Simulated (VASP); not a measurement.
# Hf2NbF (P4/mmm) in VASP: single point with PBE

Aim: the single point of Hf2NbF with PBE.

All numbers are computed with VASP 6.6.1; they aren't measurements. Logs are shortened: lines on timing, memory, paths and dates and some standing lists are left out, and cuts for length are marked.

### Step 1. The cell of the first run

Symmetry: P4/mmm, No. 123, tetragonal system. Conventional cell: a = 3.855 Å, b = 3.855 Å, c = 5.193 Å, α = 90.00°, β = 90.00°, γ = 90.00°. Within 3.4 Å of Hf (site symmetry 4/mmm) lie 2 Nb at 2.60 Å and 4 F at 2.73 Å. Within 3.4 Å of Hf (site symmetry 4/mmm) lie 2 F at 2.60 Å and 4 Nb at 2.73 Å. Nb (site symmetry 4/mmm) has 6 Hf at 2.60 to 2.73 Å within 3.4 Å. Within 3.4 Å of F (site symmetry 4/mmm) lie 6 Hf at 2.60 to 2.73 Å.

The cell was generated, and may not be a known phase.

### Step 2. Single point, PBE

The input, INCAR:

```
ALGO     = Normal         # electronic algorithm
EDIFF    = 1E-6           # SCF threshold, eV
ENCUT    = 520            # plane-wave cutoff, eV
GGA      = PE             # functional
ISIF     = 2              # what is computed and relaxed
ISMEAR   = 0              # smearing method
LASPH    = T              # aspherical terms in the spheres
LCHARG   = T              # write CHGCAR
LELF     = T              # ELF
LREAL    = F              # projectors in reciprocal space
LVHAR    = T            
LWAVE    = F              # write WAVECAR
NBANDS   = 28             # bands
NELM     = 100            # most SCF steps
PREC     = Accurate       # precision mode
SIGMA    = 0.1            # smearing width, eV
```

The input, KPOINTS:

```
k-points
0
Gamma
  12 12 10
```

The input, POSCAR:

```
Hf2NbF
1.0
    3.8546147352      0.0000000000      0.0000000000
    0.0000000000      3.8546147352      0.0000000000
    0.0000000000      0.0000000000      5.1928028603
Hf Nb F
2 1 1
Direct
    0.0000000000      0.0000000000      0.5000000000
    0.5000000000      0.5000000000      0.0000000000
    0.0000000000      0.0000000000      0.0000000000
    0.5000000000      0.5000000000      0.5000000000
```

Potentials or basis: VASP PAW PBE potentials, release 64 (Hf_pv, Nb_sv, F).

On the command line:

```bash
$ cat potpaw_PBE.64/Hf_pv/POTCAR potpaw_PBE.64/Nb_sv/POTCAR potpaw_PBE.64/F/POTCAR > POTCAR
$ mpirun -np 1 vasp_std > vasp.out
```

OUTCAR:

```text
EDIFF = 1E-6
   ENCUT = 520
   GGA = PE
   ISIF = 2
   ISMEAR = 0
   LASPH = T
   LREAL = F
   NELM = 100
   PREC = Accurate

 ion  position               nearest neighbor table
   1  0.000  0.000  0.500-   3 2.60   3 2.60   4 2.73   4 2.73   4 2.73   4 2.73   2 3.76   2 3.76
                             2 3.76   2 3.76   2 3.76   2 3.76   2 3.76   2 3.76
   2  0.500  0.500  0.000-   4 2.60   4 2.60   3 2.73   3 2.73   3 2.73   3 2.73   1 3.76   1 3.76
                             1 3.76   1 3.76   1 3.76   1 3.76   1 3.76   1 3.76
   3  0.000  0.000  0.000-   1 2.60   1 2.60   2 2.73   2 2.73   2 2.73   2 2.73
   4  0.500  0.500  0.500-   2 2.60   2 2.60   1 2.73   1 2.73   1 2.73   1 2.73

  LATTYP: Found a simple tetragonal cell.
 ALAT       =     3.8546147352
 C/A-ratio  =     1.3471652077

  Lattice vectors:

 A1 = (   3.8546147352,   0.0000000000,   0.0000000000)
 A2 = (   0.0000000000,   3.8546147352,   0.0000000000)
 A3 = (   0.0000000000,   0.0000000000,   5.1928028603)

Analysis of symmetry for initial positions (statically):
=====================================================================
 Subroutine PRICEL returns:
 Original cell was already a primitive cell.

 Routine SETGRP: Setting up the symmetry group for a
 simple tetragonal supercell.

 Subroutine GETGRP returns: Found 16 space group operations
 (whereof 16 operations were pure point group operations)
 out of a pool of 16 trial point group operations.

The static configuration has the point symmetry D_4h.

Analysis of symmetry for dynamics (positions and initial velocities):
=====================================================================
 Subroutine PRICEL returns:
 Original cell was already a primitive cell.

 Routine SETGRP: Setting up the symmetry group for a
 simple tetragonal supercell.

 Subroutine GETGRP returns: Found 16 space group operations
 (whereof 16 operations were pure point group operations)
 out of a pool of 16 trial point group operations.

The dynamic configuration has the point symmetry D_4h.

 Subroutine INISYM returns: Found 16 space group operations
 (whereof 16 operations are pure point group operations),
 and found     1 'primitive' translations

----------------------------------------------------------------------------------------

                                     Primitive cell

[... 86 lines left out ...]
   ISTART =      0    job   : 0-new  1-cont  2-samecut
   ICHARG =      2    charge: 1-file 2-atom 10-const
   ISPIN  =      1    spin polarized calculation?
   LNONCOLLINEAR =      F non collinear calculations
   LSORBIT =      F    spin-orbit coupling
   LASPH  =      T    aspherical Exc in radial PAW
   ENCUT  =  520.0 eV  38.22 Ry    6.18 a.u.   7.17  7.17  9.66*2*pi/ulx,y,z
   NELM   =    100;   NELMIN=  2; NELMDL= -5     # of ELM steps
   EDIFF  = 0.1E-05   stopping-criterion for ELM
   LREAL  =      F    real-space projection
   EDIFFG = 0.1E-04   stopping-criterion for IOM
   NSW    =      0    number of steps for IOM
   IBRION =     -1    ionic relax: 0-MD 1-quasi-New 2-CG
   NFREE  =      0    steps in history (QN), initial steepest desc. (CG)
   ISIF   =      2    stress and relaxation
   ISYM   =      2    0-nonsym 1-usesym 2-fastsym
   POTIM  = 0.5000    time-step for ionic-motion
   TEBEG  =    0.0;   TEEND  =   0.0 temperature during run
   PSTRESS=    0.0 pullay stress
   NELECT =      40.0000    total number of electrons
   NUPDOWN=      -1.0000    fix difference up-down
   EMIN   =  10.00;   EMAX   =-10.00  energy-range for DOS
   EFERMI =   0.00;   METHOD = LEGACY
   ISMEAR =     0;   SIGMA  =   0.10  broadening in eV -4-tet -1-fermi 0-gaus
   EFERMI_NEDOS =   21; number of points for ismear=-14 and -15
   IALGO  =     38    algorithm
   IMIX   =      4    mixing-type and parameters
     AMIX     =   0.40;   BMIX     =  1.00
     AMIX_MAG =   1.60;   BMIX_MAG =  1.00
  volume/ion in A,a.u.               =      19.29       130.17
  Fermi-wavevector in a.u.,A,eV,Ry     =   1.315145  2.485263 23.532715  1.729606
  Thomas-Fermi vector in A             =   2.445348
   LORBIT       =      0    0 simple, 1 ext, 2 COOP (PROOUT), +10 PAW based schemes
   GGA     = PE    functional components
   LHFCALC =     F    Hartree Fock is set to
   AEXX    =    0.0000 exact exchange contribution
   IVDW    =     0    specifies the selected vdW correction
   LEPSILON=     F    determine dielectric tensor
   LRPA    =     F    only Hartree local field effects (RPA)
 non-spin polarized calculation
 Gauss-broadening in eV      SIGMA  =   0.10
  energy-cutoff  :      520.00
  volume of cell :       77.15
 maximum number of plane-waves:      2116
 NGX is ok and might be reduce to    30
   NGX = 15   NGY = 15   NGZ = 19

 number of electron      40.0000009 magnetization

 Free energy of the ion-electron system (eV)
  ---------------------------------------------------
  ext. energy  EPLUGINS =         0.00000000
  ---------------------------------------------------
  free energy    TOTEN  =       -32.36396421 eV

  energy without entropy =      -32.34130817  energy(sigma->0) =      -32.35263619

 E-fermi :   6.0002     XC(G=0): -11.0147

 val. band max:        5.9968516765   @ k =   0.4167   0.2500   0.3000
 cond. band min:       6.0032120531   @ k =   0.3333   0.0833   0.3000
 fundamental gap:      0.0063603765
 Fermi energy:         6.0001718228

 k-point     1 :       0.0000    0.0000    0.0000
  band No.  band energies     occupation
      1     -48.0129      2.00000
      2     -26.1314      2.00000
      3     -25.9075      2.00000
      4     -25.9075      2.00000
      5     -25.2200      2.00000
      6     -25.2200      2.00000
[... 733 lines left out ...]
     27       9.3384      0.00000
     28       9.4850      0.00000

 [... further k-points ...]
[... 5 lines left out ...]
  --------------------------------------------------------------------------------------
  -------------------------------------------------------------------------------------
  Total       -0.3765366     -0.3765366     -0.5025399      0.0000000      0.0000000     -0.0000000
  in kB       -7.8190494     -7.8190494    -10.4355987      0.0000000      0.0000000     -0.0000000
  external PRESSURE =      -8.6912325 kB  Pullay stress =       0.0000000 kB

 VOLUME and BASIS-vectors are now :
 -----------------------------------------------------------------------------
  energy-cutoff  :      520.00
  volume of cell :       77.15
      direct lattice vectors                 reciprocal lattice vectors
     3.854614735  0.000000000  0.000000000     0.259429299  0.000000000  0.000000000
     0.000000000  3.854614735  0.000000000     0.000000000  0.259429299  0.000000000
     0.000000000  0.000000000  5.192802860     0.000000000  0.000000000  0.192574228

 POSITION                                       TOTAL-FORCE (eV/Angst)
 -----------------------------------------------------------------------------------
      0.00000      0.00000      2.59640         0.000000      0.000000      0.000000
      1.92731      1.92731      0.00000         0.000000      0.000000      0.000000
      0.00000      0.00000      0.00000         0.000000      0.000000      0.000000
      1.92731      1.92731      2.59640         0.000000      0.000000      0.000000
 -----------------------------------------------------------------------------------
    total drift:                                0.000000      0.000000      0.000000

  FREE ENERGIE OF THE ION-ELECTRON SYSTEM (eV)
  ---------------------------------------------------
  free  energy   TOTEN  =       -32.3639642111 eV

  energy  without entropy=      -32.3413081729  energy(sigma->0) =      -32.35263619
```

Wall time 2.6 min (1 thread of Intel Xeon 6975P-C (Granite Rapids), shared host); peak memory 0.45 GiB.

What came out:

| Quantity | Value |
| --- | --- |
| Free energy | -32.3640 eV |
| Pressure | -0.9 GPa |
| Band gap on the k mesh | zero (bands 20 and 21 overlap by 1.48 eV) |

Stress tensor (GPa, compression positive):
```
-0.78  0.00  0.00
 0.00 -0.78  0.00
 0.00  0.00 -1.04
```

Caveat: spin-orbit coupling is left out, which moves the levels of the heavy elements.
